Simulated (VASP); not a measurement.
A run of VASP 6.6.1:

INCAR

```
SYSTEM = Ag
  PREC = Accurate
  ENCUT = 500
  EDIFF = 1E-6
  ISMEAR = 0
  SIGMA = 0.1
  LREAL = .FALSE.
  LASPH = .TRUE.
  NELM = 120
  ALGO = Normal
  ISIF = 2
  LWAVE = .FALSE.
  LCHARG = .FALSE.
  GGA = RE
  IVDW = 12
  NBANDS = 12
  GGA_COMPAT = .FALSE.
```

KPOINTS

```
regular mesh
0
G
  8 8 8
  0 0 0
```

File POSCAR:

```
Ag
1.0
    0.0000000000      2.0300000000      2.0300000000
    2.0300000000      0.0000000000      2.0300000000
    2.0300000000      2.0300000000      0.0000000000
Ag
1
Direct
    0.0000000000      0.0000000000      0.0000000000
```

Potentials or basis: VASP PAW PBE potentials, release 64 (Ag).

Run with:

```console
$ cat potpaw_PBE.64/Ag/POTCAR > POTCAR
$ mpirun -np 1 vasp_std > vasp.out
```

Hardware: 1 thread of Intel(R) Xeon(R) 6975P-C (Granite Rapids) (shared host).

Problem. Estimate the wall time of this run.

Solution. Run time: 3.2 s on 1 thread of Intel(R) Xeon(R) 6975P-C (Granite Rapids) (shared host), peak memory 0.14 GiB. Counts: scf iterations 11, k points 29.
